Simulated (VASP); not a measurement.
# ZnS (P-6m2) in VASP: density of states with PBE

Aim: the density of states of ZnS with PBE.

Everything below comes from runs of VASP 6.6.1. Logs are shortened: lines on timing, memory, paths and dates and some standing lists are left out, and cuts for length are marked.

**1. The cell of the first run**

Symmetry: P-6m2, No. 187, hexagonal system. The conventional cell has a = 3.550 Å, b = 3.550 Å, c = 3.182 Å, α = 90.00°, β = 90.00°, γ = 120.00°. Within 3.4 Å of Zn (site symmetry -6m2) lie 6 S at 2.59 Å and 2 Zn at 3.18 Å. S (site symmetry -6m2) has 6 Zn at 2.59 Å and 2 S at 3.18 Å within 3.4 Å.

**2. Density of states, PBE**

File POSCAR:

```
ZnS
1.0
    3.5498483067      0.0000000000      0.0000000000
   -1.7749241534      3.0742588132      0.0000000000
    0.0000000000      0.0000000000      3.1819482873
Zn S
1 1
Direct
    0.6666666667      0.3333333333      0.0000000000
    0.0000000000      0.0000000000      0.5000000000
```

File INCAR.step1:

```
PREC = Accurate ; ENCUT = 520
EDIFF = 1E-6 ; ISMEAR = 0
SIGMA = 0.1 ; LREAL = F
LASPH = T ; NELM = 100
ALGO = Normal ; ISIF = 2
LWAVE = F ; LCHARG = T
GGA = PE ; NBANDS = 16
```

File KPOINTS.step1:

```
regular mesh
0
Gamma
  18 18 18
```

File INCAR.step2:

```
PREC = Accurate ; ENCUT = 520
EDIFF = 1E-6 ; ISMEAR = -5
SIGMA = 0.1 ; LREAL = F
LASPH = T ; NELM = 100
ALGO = Normal ; ISIF = 2
LWAVE = F ; LCHARG = F
GGA = PE ; LORBIT = 10
NEDOS = 1001 ; ICHARG = 11
```

File KPOINTS.step2:

```
regular mesh
0
Gamma
  27 27 27
```

Potentials or basis: VASP PAW PBE potentials, release 64 (Zn, S).

Launch:

```
> cat potpaw_PBE.64/Zn/POTCAR potpaw_PBE.64/S/POTCAR > POTCAR
> cp INCAR.step1 INCAR
> cp KPOINTS.step1 KPOINTS
> mpirun -np 1 vasp_std > vasp.out
> cp INCAR.step2 INCAR
> cp KPOINTS.step2 KPOINTS
> mpirun -np 1 vasp_std > vasp.out
```

OUTCAR:

```text
PREC = Accurate
   ENCUT = 520
   EDIFF = 1E-6
   ISMEAR = -5
   LREAL = F
   LASPH = T
   NELM = 100
   ISIF = 2
   GGA = PE
   LORBIT = 10
   ICHARG = 11

 ion  position               nearest neighbor table
   1  0.667  0.333  0.000-   2 2.59   2 2.59   2 2.59   2 2.59   2 2.59   2 2.59
   2  0.000  0.000  0.500-   1 2.59   1 2.59   1 2.59   1 2.59   1 2.59   1 2.59

  LATTYP: Found a hexagonal cell.
 ALAT       =     3.5498483067
 C/A-ratio  =     0.8963617632

  Lattice vectors:

 A1 = (   3.5498483067,   0.0000000000,   0.0000000000)
 A2 = (  -1.7749241534,   3.0742588132,   0.0000000000)
 A3 = (   0.0000000000,   0.0000000000,   3.1819482873)

Analysis of symmetry for initial positions (statically):
=====================================================================
 Subroutine PRICEL returns:
 Original cell was already a primitive cell.

 Routine SETGRP: Setting up the symmetry group for a
 hexagonal supercell.

 Subroutine GETGRP returns: Found 12 space group operations
 (whereof 12 operations were pure point group operations)
 out of a pool of 24 trial point group operations.

The static configuration has the point symmetry D_3h.

Analysis of symmetry for dynamics (positions and initial velocities):
=====================================================================
 Subroutine PRICEL returns:
 Original cell was already a primitive cell.

 Routine SETGRP: Setting up the symmetry group for a
 hexagonal supercell.

 Subroutine GETGRP returns: Found 12 space group operations
 (whereof 12 operations were pure point group operations)
 out of a pool of 24 trial point group operations.

The dynamic configuration has the point symmetry D_3h.

 Subroutine INISYM returns: Found 12 space group operations
 (whereof 12 operations are pure point group operations),
 and found     1 'primitive' translations

----------------------------------------------------------------------------------------

                                     Primitive cell

  volume of cell :      34.7251

  direct lattice vectors                    reciprocal lattice vectors
     3.549848307  0.000000000  0.000000000     0.281702178  0.162640828  0.000000000
    -1.774924153  3.074258813  0.000000000     0.000000000  0.325281657  0.000000000
     0.000000000  0.000000000  3.181948287     0.000000000  0.000000000  0.314272864

  length of vectors
     3.549848307  3.549848307  3.181948287     0.325281657  0.325281657  0.314272864

  position of ions in fractional coordinates (direct lattice)
     0.666666667  0.333333333  0.000000000
     0.000000000  0.000000000  0.500000000

  ion indices of the primitive-cell ions
   primitive index   ion index
                 1           1
                 2           2

----------------------------------------------------------------------------------------

 KPOINTS: regular mesh

Automatic generation of k-mesh.
 Grid dimensions read from file:
 generate k-points for:   27   27   27

 Generating k-lattice:

  Cartesian coordinates                     Fractional coordinates (reciprocal lattice)
     0.010433414  0.006023734  0.000000000     0.037037037  0.000000000  0.000000000
     0.000000000  0.012047469  0.000000000     0.000000000  0.037037037  0.000000000
     0.000000000  0.000000000  0.011639736     0.000000000  0.000000000  0.037037037

  Length of vectors
     0.012047469  0.012047469  0.011639736

  Shift w.r.t. Gamma in fractional coordinates (k-lattice)
     0.000000000  0.000000000  0.000000000

 TETIRR: Found  19590 inequivalent tetrahedra from   118098

 Subroutine IBZKPT returns following result:
 ===========================================

 Found   1050 irreducible k-points:

 Following reciprocal coordinates:
            Coordinates               Weight
  0.000000  0.000000  0.000000      1.000000
  0.037037  0.000000  0.000000      6.000000
  0.074074  0.000000  0.000000      6.000000
  0.111111  0.000000  0.000000      6.000000
  0.148148  0.000000  0.000000      6.000000
  0.185185  0.000000  0.000000      6.000000
[... 16 lines left out ...]
  0.333333  0.037037  0.000000     12.000000
  0.370370  0.037037  0.000000     12.000000
 [... further k-points ...]
   k-points           NKPTS =   1050   k-points in BZ     NKDIM =   1050   number of bands    NBANDS=     13
   number of dos      NEDOS =   1001   number of ions     NIONS =      2
   total plane-waves  NPLWV =  18816
   dimension x,y,z NGX =    28 NGY =   28 NGZ =   24
   dimension x,y,z NGXF=    56 NGYF=   56 NGZF=   48
   ions per type =               1   1
   NGX,Y,Z   is equivalent  to a cutoff of  13.11, 13.11, 12.54 a.u.
   NGXF,Y,Z  is equivalent  to a cutoff of  26.23, 26.23, 25.08 a.u.
 SYSTEM =  unknown system
   PREC   = accura    normal or accurate (medium, high low for compatibility)
   ISTART =      0    job   : 0-new  1-cont  2-samecut
   ICHARG =     11    charge: 1-file 2-atom 10-const
   ISPIN  =      1    spin polarized calculation?
   LNONCOLLINEAR =      F non collinear calculations
   LSORBIT =      F    spin-orbit coupling
   LASPH  =      T    aspherical Exc in radial PAW
   ENCUT  =  520.0 eV  38.22 Ry    6.18 a.u.   6.60  6.60  5.92*2*pi/ulx,y,z
   NELM   =    100;   NELMIN=  2; NELMDL=  0     # of ELM steps
   EDIFF  = 0.1E-05   stopping-criterion for ELM
   LREAL  =      F    real-space projection
   EDIFFG = 0.1E-04   stopping-criterion for IOM
   NSW    =      0    number of steps for IOM
   IBRION =     -1    ionic relax: 0-MD 1-quasi-New 2-CG
   NFREE  =      0    steps in history (QN), initial steepest desc. (CG)
   ISIF   =      2    stress and relaxation
   ISYM   =      2    0-nonsym 1-usesym 2-fastsym
   POTIM  = 0.5000    time-step for ionic-motion
   TEBEG  =    0.0;   TEEND  =   0.0 temperature during run
   PSTRESS=    0.0 pullay stress
   NELECT =      18.0000    total number of electrons
   NUPDOWN=      -1.0000    fix difference up-down
   EMIN   =  10.00;   EMAX   =-10.00  energy-range for DOS
   EFERMI =   0.00;   METHOD = LEGACY
   ISMEAR =    -5;   SIGMA  =   0.10  broadening in eV -4-tet -1-fermi 0-gaus
   EFERMI_NEDOS =   21; number of points for ismear=-14 and -15
   IALGO  =     38    algorithm
   IMIX   =      4    mixing-type and parameters
     AMIX     =   0.40;   BMIX     =  1.00
     AMIX_MAG =   1.60;   BMIX_MAG =  1.00
  volume/ion in A,a.u.               =      17.36       117.17
  Fermi-wavevector in a.u.,A,eV,Ry     =   1.315077  2.485135 23.530294  1.729428
  Thomas-Fermi vector in A             =   2.445285
   LORBIT       =     10    0 simple, 1 ext, 2 COOP (PROOUT), +10 PAW based schemes
   GGA     = PE    functional components
   LHFCALC =     F    Hartree Fock is set to
   AEXX    =    0.0000 exact exchange contribution
   IVDW    =     0    specifies the selected vdW correction
   LEPSILON=     F    determine dielectric tensor
   LRPA    =     F    only Hartree local field effects (RPA)
 non-spin polarized calculation
 Fermi weights with tetrahedron method with Bloechl corrections
  energy-cutoff  :      520.00
  volume of cell :       34.73
 maximum number of plane-waves:       966
 NGX is ok and might be reduce to    28

 number of electron      18.0000006 magnetization

 Free energy of the ion-electron system (eV)
  ---------------------------------------------------
  ext. energy  EPLUGINS =         0.00000000
  ---------------------------------------------------
  free energy    TOTEN  =        -5.70619411 eV

  energy without entropy =       -5.70619411  energy(sigma->0) =       -5.70619411

 E-fermi :   3.8392     XC(G=0): -10.5470

 val. band max:        3.8455144850   @ k =   0.2593   0.1481   0.0000
 cond. band min:       3.8270348363   @ k =   0.3333   0.1852   0.4444
 fundamental gap:     -0.0184796487
 Fermi energy:         3.8392363952

 k-point     1 :       0.0000    0.0000    0.0000
  band No.  band energies     occupation
      1     -10.1641      2.00000
      2      -2.9958      2.00000
      3      -2.9710      2.00000
      4      -2.9710      2.00000
      5      -2.6681      2.00000
      6      -2.6681      2.00000
      7       2.8497      2.00000
      8       3.0004      2.00000
      9       3.0004      2.00000
     10       4.3374      0.00000
     11      10.2706      0.00000
     12      10.2706      0.00000
     13      10.4316      0.00000

 k-point     2 :       0.0370    0.0000    0.0000
  band No.  band energies     occupation
      1     -10.1510      2.00000
      2      -3.0014      2.00000
      3      -2.9678      2.00000
      4      -2.9667      2.00000
      5      -2.6711      2.00000
      6      -2.6685      2.00000
      7       2.7891      2.00000
      8       2.8644      2.00000
      9       2.9743      2.00000
     10       4.5260      0.00000
     11      10.1891      0.00000
     12      10.3262      0.00000
     13      10.4702      0.00000

 k-point     3 :       0.0741    0.0000    0.0000
  band No.  band energies     occupation
      1     -10.1118      2.00000
      2      -3.0144      2.00000
      3      -2.9584      2.00000
      4      -2.9578      2.00000
      5      -2.6796      2.00000
      6      -2.6695      2.00000
      7       2.3376      2.00000
      8       2.8990      2.00000
      9       2.9079      2.00000
     10       4.9073      0.00000
     11       9.9852      0.00000
     12      10.4898      0.00000
     13      10.5770      0.00000
[... 305 lines left out ...]
 k-point    23 :       0.3333    0.0370    0.0000
  band No.  band energies     occupation
      1      -9.2164      2.00000
      2      -3.2331      2.00000
      3      -2.8689      2.00000
      4      -2.8274      2.00000
      5      -2.7604      2.00000
      6      -2.6902      2.00000
      7      -1.3210      2.00000
      8       1.6773      2.00000
      9       3.8205      1.77280
     10       6.3124      0.00000
     11       9.6567      0.00000
     12      12.1842      0.00000
     13      12.7914      0.00000

 k-point    24 :       0.3704    0.0370    0.0000
  band No.  band energies     occupation
      1      -9.0895      2.00000
      2      -3.2714      2.00000
      3      -2.8641      2.00000
      4      -2.8425      2.00000
      5      -2.7354      2.00000
      6      -2.6925      2.00000
      7      -1.6137      2.00000
      8       1.5637      2.00000
      9       3.9374     -0.07015
     10       6.2605      0.00000
     11       9.9272      0.00000
     12      12.0917      0.00000
     13      12.5115      0.00000

 [... further k-points ...]
[... 5 lines left out ...]
  --------------------------------------------------------------------------------------
  -------------------------------------------------------------------------------------
  Total        0.0116099      0.0116099      0.0305363     -0.0000000      0.0000000      0.0000000
  in kB        0.5356669      0.5356669      1.4089126     -0.0000000      0.0000000      0.0000000
  external PRESSURE =       0.8267488 kB  Pullay stress =       0.0000000 kB

 VOLUME and BASIS-vectors are now :
 -----------------------------------------------------------------------------
  energy-cutoff  :      520.00
  volume of cell :       34.73
      direct lattice vectors                 reciprocal lattice vectors
     3.549848307  0.000000000  0.000000000     0.281702178  0.162640828  0.000000000
    -1.774924153  3.074258813  0.000000000     0.000000000  0.325281657  0.000000000
     0.000000000  0.000000000  3.181948287     0.000000000  0.000000000  0.314272864

 POSITION                                       TOTAL-FORCE (eV/Angst)
 -----------------------------------------------------------------------------------
      1.77492      1.02475      0.00000         0.000000      0.000000      0.000000
      0.00000      0.00000      1.59097        -0.000000      0.000000      0.000000
 -----------------------------------------------------------------------------------
    total drift:                               -0.006124      0.003536     -0.000000

  FREE ENERGIE OF THE ION-ELECTRON SYSTEM (eV)
  ---------------------------------------------------
  free  energy   TOTEN  =        -5.7061941083 eV

  energy  without entropy=       -5.7061941083  energy(sigma->0) =       -5.70619411

 total charge

# of ion       s       p       d       tot
------------------------------------------
    1        0.467   0.325   9.800  10.592
    2        1.354   2.348   0.000   3.702
--------------------------------------------------
tot          1.821   2.674   9.800  14.295
```

Wall time 4.2 min (1 thread of Intel Xeon Platinum 8259CL at 2.50GHz (Skylake/Cascade Lake), shared host); peak memory 0.61 GiB.

Results:

| Item | Value |
| --- | --- |
| Valence electrons inside the program's atomic spheres | Zn 10.59; S 3.70 |

Caveat: tetrahedron occupations give inexact forces and stress in metals.
